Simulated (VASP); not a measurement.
Wanted: the native input for a VASP 6.6.1 run.

* Task: single point
* Functional: PBEsol
* Potentials or basis: VASP PAW PBE potentials, release 64 (K_sv, F)
* Cutoff: 520 eV
* k mesh: 6 × 6 × 6
* Occupations: methfessel-paxton, width 0.5 eV
* Spin: no spin polarisation
* Dipole correction: no
* Further INCAR settings: ALGO = Normal; EDIFF = 1e-06; NBANDS = 15

The structure of KF (Carobbiite) lies in POSCAR:

```
KF
1.0
    0.0000000000      2.6589566634      2.6589566634
    2.6589566634      0.0000000000      2.6589566634
    2.6589566634      2.6589566634      0.0000000000
K F
1 1
Direct
    0.0000000000      0.0000000000      0.0000000000
    0.5000000000      0.5000000000      0.5000000000
```

These files were run (other wordings do the same):

INCAR

```
PREC = Accurate ; ENCUT = 520
EDIFF = 1E-6 ; ISMEAR = 1
SIGMA = 0.5 ; LREAL = False
LASPH = True ; NELM = 80
ALGO = Normal ; ISIF = 2
LWAVE = False ; LCHARG = False
GGA = PS ; NBANDS = 15
```

KPOINTS

```
Automatic mesh
0
Gamma
  6 6 6
```

Potentials or basis: VASP PAW PBE potentials, release 64 (K_sv, F).

Run with:

```sh
$ cat potpaw_PBE.64/K_sv/POTCAR potpaw_PBE.64/F/POTCAR > POTCAR
$ mpirun -np 1 vasp_std > vasp.out
```

Results of the run:

| Property | Result |
| --- | --- |
| Pressure | -0.4 GPa |
| Band gap on the k mesh | 6.11 eV, direct |

Caveat: the PAW data sets were made with another functional, which shifts forces and pressure a little.

It took 9.1 s on 1 thread of Intel(R) Xeon(R) Platinum 8259CL CPU @ 2.50GHz (Skylake/Cascade Lake), with other jobs on the host, peak memory 0.15 GiB.
